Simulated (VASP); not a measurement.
# Rb2NaYO6 (Fm-3m) in VASP: single point with r2SCAN

Aim: the single point of Rb2NaYO6 with r2SCAN.

Everything below comes from runs of VASP 6.6.1. Logs are shortened: lines on timing, memory, paths and dates and some standing lists are left out, and cuts for length are marked.

## Step 1: The cell of the first run

The structure is cubic, space group Fm-3m (No. 225). Conventional cell: a = 8.764 Å, b = 8.764 Å, c = 8.764 Å, α = 90.00°, β = 90.00°, γ = 90.00°. Within 2.8 Å of O (site symmetry 4mm) lie 1 Y at 2.14 Å and 1 Na at 2.24 Å. Na (site symmetry m-3m) has 6 O at 2.24 Å within 3.0 Å. Within 2.8 Å of Y (site symmetry m-3m) lie 6 O at 2.14 Å. Rb (site symmetry -43m) has 12 O at 3.10 Å and 4 Na at 3.79 Å and 4 Y at 3.79 Å within 4.1 Å.

## Step 2: Single point, r2SCAN

POSCAR

```
Rb2NaYO6
1.0
    0.0000000000      4.3820850000      4.3820850000
    4.3820850000      0.0000000000      4.3820850000
    4.3820850000      4.3820850000      0.0000000000
O Na Y Rb
6 1 1 2
Direct
    0.7560000000      0.2440000000      0.2440000000
    0.2440000000      0.7560000000      0.2440000000
    0.2440000000      0.7560000000      0.7560000000
    0.7560000000      0.2440000000      0.7560000000
    0.2440000000      0.2440000000      0.7560000000
    0.7560000000      0.7560000000      0.2440000000
    0.5000000000      0.5000000000      0.5000000000
    0.0000000000      0.0000000000      0.0000000000
    0.2500000000      0.2500000000      0.2500000000
    0.7500000000      0.7500000000      0.7500000000
```

INCAR.step1

```
PREC = Accurate ; ENCUT = 520
ISMEAR = 0 ; SIGMA = 0.0388
LREAL = F ; LASPH = T
NELM = 60 ; NBANDS = 47
GGA = PE ; ALGO = Normal
EDIFF = 1E-4 ; LWAVE = T
LCHARG = F
```

INCAR.step2

```
PREC = Accurate ; ENCUT = 520
EDIFF = 1E-7 ; ISMEAR = 0
SIGMA = 0.0388 ; LREAL = F
LASPH = T ; NELM = 60
ALGO = Normal ; ISIF = 2
LWAVE = F ; LCHARG = F
METAGGA = R2SCAN ; LMIXTAU = T
NBANDS = 47 ; ISTART = 1
```

KPOINTS

```
Automatic mesh
0
Gamma
  7 7 7
```

Potentials or basis: VASP PAW PBE potentials, release 64 (O, Na_pv, Y_sv, Rb_sv).

Started as:

```sh
> cat potpaw_PBE.64/O/POTCAR potpaw_PBE.64/Na_pv/POTCAR potpaw_PBE.64/Y_sv/POTCAR potpaw_PBE.64/Rb_sv/POTCAR > POTCAR
> cp INCAR.step1 INCAR
> mpirun -np 1 vasp_std > vasp.out
> cp INCAR.step2 INCAR
> mpirun -np 1 vasp_std > vasp.out
```

OUTCAR:

```text
PREC = Accurate
   ENCUT = 520
   EDIFF = 1E-7
   ISMEAR = 0
   LREAL = F
   LASPH = T
   NELM = 60
   ISIF = 2
   METAGGA = R2SCAN
   ISTART = 1

 ion  position               nearest neighbor table
   1  0.756  0.244  0.244-   8 2.14   7 2.24  10 3.10  10 3.10   9 3.10   9 3.10
   2  0.244  0.756  0.244-   8 2.14   7 2.24  10 3.10  10 3.10   9 3.10   9 3.10
   3  0.244  0.756  0.756-   8 2.14   7 2.24  10 3.10  10 3.10   9 3.10   9 3.10
   4  0.756  0.244  0.756-   8 2.14   7 2.24  10 3.10  10 3.10   9 3.10   9 3.10
   5  0.244  0.244  0.756-   8 2.14   7 2.24  10 3.10  10 3.10   9 3.10   9 3.10
   6  0.756  0.756  0.244-   8 2.14   7 2.24  10 3.10  10 3.10   9 3.10   9 3.10
   7  0.500  0.500  0.500-   1 2.24   2 2.24   3 2.24   4 2.24   5 2.24   6 2.24   9 3.79   9 3.79
                             9 3.79   9 3.79  10 3.79  10 3.79  10 3.79  10 3.79
   8  0.000  0.000  0.000-   1 2.14   2 2.14   3 2.14   4 2.14   5 2.14   6 2.14  10 3.79  10 3.79
                            10 3.79   9 3.79  10 3.79   9 3.79   9 3.79   9 3.79
   9  0.250  0.250  0.250-   1 3.10   4 3.10   6 3.10   2 3.10   3 3.10   6 3.10   3 3.10   4 3.10
                             5 3.10   1 3.10   2 3.10   5 3.10   8 3.79   8 3.79   8 3.79   7 3.79
  10  0.750  0.750  0.750-   3 3.10   4 3.10   6 3.10   1 3.10   2 3.10   6 3.10   1 3.10   4 3.10
                             5 3.10   2 3.10   3 3.10   5 3.10   7 3.79   8 3.79   7 3.79   8 3.79

  LATTYP: Found a face centered cubic cell.
 ALAT       =     8.7641700000

  Lattice vectors:

 A1 = (   0.0000000000,   4.3820850000,   4.3820850000)
 A2 = (   4.3820850000,   0.0000000000,   4.3820850000)
 A3 = (   4.3820850000,   4.3820850000,   0.0000000000)

Analysis of symmetry for initial positions (statically):
=====================================================================
 Subroutine PRICEL returns:
 Original cell was already a primitive cell.

 Routine SETGRP: Setting up the symmetry group for a
 face centered cubic supercell.

 Subroutine GETGRP returns: Found 48 space group operations
 (whereof 48 operations were pure point group operations)
 out of a pool of 48 trial point group operations.

The static configuration has the point symmetry O_h .

Analysis of symmetry for dynamics (positions and initial velocities):
=====================================================================
 Subroutine PRICEL returns:
 Original cell was already a primitive cell.

 Routine SETGRP: Setting up the symmetry group for a
 face centered cubic supercell.

 Subroutine GETGRP returns: Found 48 space group operations
 (whereof 48 operations were pure point group operations)
 out of a pool of 48 trial point group operations.

The dynamic configuration has the point symmetry O_h .

 Subroutine INISYM returns: Found 48 space group operations
 (whereof 48 operations are pure point group operations),
 and found     1 'primitive' translations

----------------------------------------------------------------------------------------

                                     Primitive cell

  volume of cell :     168.2955

  direct lattice vectors                    reciprocal lattice vectors
     0.000000000  4.382085000  4.382085000    -0.114100936  0.114100936  0.114100936
     4.382085000  0.000000000  4.382085000     0.114100936 -0.114100936  0.114100936
     4.382085000  4.382085000  0.000000000     0.114100936  0.114100936 -0.114100936

  length of vectors
     6.197204038  6.197204038  6.197204038     0.197628618  0.197628618  0.197628618

  position of ions in fractional coordinates (direct lattice)
     0.756000000  0.244000000  0.244000000
     0.244000000  0.756000000  0.244000000
     0.244000000  0.756000000  0.756000000
     0.756000000  0.244000000  0.756000000
     0.244000000  0.244000000  0.756000000
     0.756000000  0.756000000  0.244000000
     0.500000000  0.500000000  0.500000000
     0.000000000  0.000000000  0.000000000
     0.250000000  0.250000000  0.250000000
     0.750000000  0.750000000  0.750000000

  ion indices of the primitive-cell ions
   primitive index   ion index
                 1           1
                 2           2
                 3           3
                 4           4
                 5           5
                 6           6
                 7           7
                 8           8
                 9           9
                10          10

----------------------------------------------------------------------------------------

 KPOINTS: Automatic mesh

Automatic generation of k-mesh.
 Grid dimensions read from file:
 generate k-points for:    7    7    7

 Generating k-lattice:

  Cartesian coordinates                     Fractional coordinates (reciprocal lattice)
    -0.016300134  0.016300134  0.016300134     0.142857143  0.000000000  0.000000000
     0.016300134 -0.016300134  0.016300134     0.000000000  0.142857143  0.000000000
     0.016300134  0.016300134 -0.016300134     0.000000000  0.000000000  0.142857143

  Length of vectors
     0.028232660  0.028232660  0.028232660

  Shift w.r.t. Gamma in fractional coordinates (k-lattice)
     0.000000000  0.000000000  0.000000000

 Subroutine IBZKPT returns following result:
 ===========================================

 Found     20 irreducible k-points:

 Following reciprocal coordinates:
            Coordinates               Weight
  0.000000  0.000000  0.000000      1.000000
  0.142857  0.000000  0.000000      8.000000
  0.285714  0.000000  0.000000      8.000000
  0.428571  0.000000  0.000000      8.000000
  0.142857  0.142857  0.000000      6.000000
  0.285714  0.142857  0.000000     24.000000
[... 12 lines left out ...]
 -0.428571  0.428571  0.142857     24.000000
 -0.285714  0.428571  0.142857     24.000000
   k-points           NKPTS =     20   k-points in BZ     NKDIM =     20   number of bands    NBANDS=     47
   number of dos      NEDOS =    301   number of ions     NIONS =     10
   total plane-waves  NPLWV = 110592
   dimension x,y,z NGX =    48 NGY =   48 NGZ =   48
   dimension x,y,z NGXF=    96 NGYF=   96 NGZF=   96
   ions per type =               6   1   1   2
   NGX,Y,Z   is equivalent  to a cutoff of  12.88, 12.88, 12.88 a.u.
   NGXF,Y,Z  is equivalent  to a cutoff of  25.75, 25.75, 25.75 a.u.
 SYSTEM =  unknown system
   PREC   = accura    normal or accurate (medium, high low for compatibility)
   ISTART =      1    job   : 0-new  1-cont  2-samecut
   ICHARG =      0    charge: 1-file 2-atom 10-const
   ISPIN  =      1    spin polarized calculation?
   LNONCOLLINEAR =      F non collinear calculations
   LSORBIT =      F    spin-orbit coupling
   LASPH  =      T    aspherical Exc in radial PAW
   ENCUT  =  520.0 eV  38.22 Ry    6.18 a.u.  11.52 11.52 11.52*2*pi/ulx,y,z
   NELM   =     60;   NELMIN=  2; NELMDL=  0     # of ELM steps
   EDIFF  = 0.1E-06   stopping-criterion for ELM
   LREAL  =      F    real-space projection
   EDIFFG = 0.1E-05   stopping-criterion for IOM
   NSW    =      0    number of steps for IOM
   IBRION =     -1    ionic relax: 0-MD 1-quasi-New 2-CG
   NFREE  =      0    steps in history (QN), initial steepest desc. (CG)
   ISIF   =      2    stress and relaxation
   ISYM   =      2    0-nonsym 1-usesym 2-fastsym
   POTIM  = 0.5000    time-step for ionic-motion
   TEBEG  =    0.0;   TEEND  =   0.0 temperature during run
   PSTRESS=    0.0 pullay stress
   NELECT =      72.0000    total number of electrons
   NUPDOWN=      -1.0000    fix difference up-down
   EMIN   =  10.00;   EMAX   =-10.00  energy-range for DOS
   EFERMI =   0.00;   METHOD = LEGACY
   ISMEAR =     0;   SIGMA  =   0.04  broadening in eV -4-tet -1-fermi 0-gaus
   EFERMI_NEDOS =   21; number of points for ismear=-14 and -15
   IALGO  =     38    algorithm
   IMIX   =      4    mixing-type and parameters
     AMIX     =   0.40;   BMIX     =  1.00
     AMIX_MAG =   1.60;   BMIX_MAG =  1.00
  volume/ion in A,a.u.               =      16.83       113.57
  Fermi-wavevector in a.u.,A,eV,Ry     =   1.233564  2.331097 20.703701  1.521679
  Thomas-Fermi vector in A             =   2.368289
   LORBIT       =      0    0 simple, 1 ext, 2 COOP (PROOUT), +10 PAW based schemes
   METAGGA = R2SCAN    functional components
   LHFCALC =     F    Hartree Fock is set to
   AEXX    =    0.0000 exact exchange contribution
   IVDW    =     0    specifies the selected vdW correction
   LEPSILON=     F    determine dielectric tensor
   LRPA    =     F    only Hartree local field effects (RPA)
 non-spin polarized calculation
 Gauss-broadening in eV      SIGMA  =   0.04
  energy-cutoff  :      520.00
  volume of cell :      168.30
 maximum number of plane-waves:      4573
 NGX is ok and might be reduce to    48
   NGX = 23   NGY = 23   NGZ = 23

 number of electron      72.0000012 magnetization

 Free energy of the ion-electron system (eV)
  ---------------------------------------------------
  ext. energy  EPLUGINS =         0.00000000
  ---------------------------------------------------
  free energy    TOTEN  =       -95.64857973 eV

  energy without entropy =      -95.62433517  energy(sigma->0) =      -95.63645745

 E-fermi :  -1.5694     XC(G=0):  -9.7419

 val. band max:       -1.5726877219   @ k =  -0.4286   0.4286   0.1429
 cond. band min:      -1.5672277176   @ k =   0.2857   0.1429   0.0000
 fundamental gap:      0.0054600042
 Fermi energy:        -1.5693974204

 k-point     1 :       0.0000    0.0000    0.0000
  band No.  band energies     occupation
      1     -40.9839      2.00000
      2     -25.7572      2.00000
      3     -25.7166      2.00000
      4     -21.7002      2.00000
      5     -21.6999      2.00000
      6     -21.6999      2.00000
[... 39 lines left out ...]
     46       8.4606      0.00000
     47       8.4607      0.00000
[... 948 lines left out ...]
     46       8.9850      0.00000
     47       9.0168      0.00000

------------------------ aborting loop because EDIFF is reached ----------------------------------------

  FORCE on cell =-STRESS in cart. coord.  units (eV):
  Direction    XX          YY          ZZ          XY          YZ          ZX
  --------------------------------------------------------------------------------------
  -------------------------------------------------------------------------------------
  Total        3.2638947      3.2638947      3.2638947     -0.0000000     -0.0000000      0.0000000
  in kB       31.0723670     31.0723670     31.0723670     -0.0000000     -0.0000000      0.0000000
  external PRESSURE =      31.0723670 kB  Pullay stress =       0.0000000 kB

 VOLUME and BASIS-vectors are now :
 -----------------------------------------------------------------------------
  energy-cutoff  :      520.00
  volume of cell :      168.30
      direct lattice vectors                 reciprocal lattice vectors
     0.000000000  4.382085000  4.382085000    -0.114100936  0.114100936  0.114100936
     4.382085000  0.000000000  4.382085000     0.114100936 -0.114100936  0.114100936
     4.382085000  4.382085000  0.000000000     0.114100936  0.114100936 -0.114100936

 POSITION                                       TOTAL-FORCE (eV/Angst)
 -----------------------------------------------------------------------------------
      2.13846      4.38209      4.38209         0.502118      0.000000     -0.000000
      4.38209      2.13846      4.38209        -0.000000      0.502118     -0.000000
      6.62571      4.38209      4.38209        -0.502118      0.000000     -0.000000
      4.38209      6.62571      4.38209        -0.000000     -0.502118     -0.000000
      4.38209      4.38209      2.13846        -0.000000      0.000000      0.502118
      4.38209      4.38209      6.62571        -0.000000      0.000000     -0.502118
      4.38209      4.38209      4.38209        -0.000000      0.000000     -0.000000
      0.00000      0.00000      0.00000        -0.000000      0.000000     -0.000000
      2.19104      2.19104      2.19104         0.000000     -0.000000     -0.000000
      6.57313      6.57313      6.57313         0.000000      0.000000     -0.000000
 -----------------------------------------------------------------------------------
    total drift:                                0.000000      0.000000      0.000000

  FREE ENERGIE OF THE ION-ELECTRON SYSTEM (eV)
  ---------------------------------------------------
  free  energy   TOTEN  =       -95.6485797265 eV

  energy  without entropy=      -95.6243351711  energy(sigma->0) =      -95.63645745
```

Run time: 6 min. Hardware: 1 thread of Intel Xeon 6975P-C (Granite Rapids), shared host; peak memory 0.47 GiB.

What came out:

* Free energy: -95.6486 eV
* Pressure: 3.1 GPa
* Largest force: 0.502 eV/Å
* Band gap on the k mesh: zero (bands 36 and 37 overlap by 0.19 eV)

Forces in eV/Å, atoms in the order of the input:
```
O    0.502  0.000  0.000
O    0.000  0.502  0.000
O   -0.502  0.000  0.000
O    0.000 -0.502  0.000
O    0.000  0.000  0.502
O    0.000  0.000 -0.502
Na   0.000  0.000  0.000
Y    0.000  0.000  0.000
Rb   0.000  0.000  0.000
Rb   0.000  0.000  0.000
```

Caveat: the cell stands under pressure; the PAW data sets were made with another functional, which shifts forces and pressure a little.
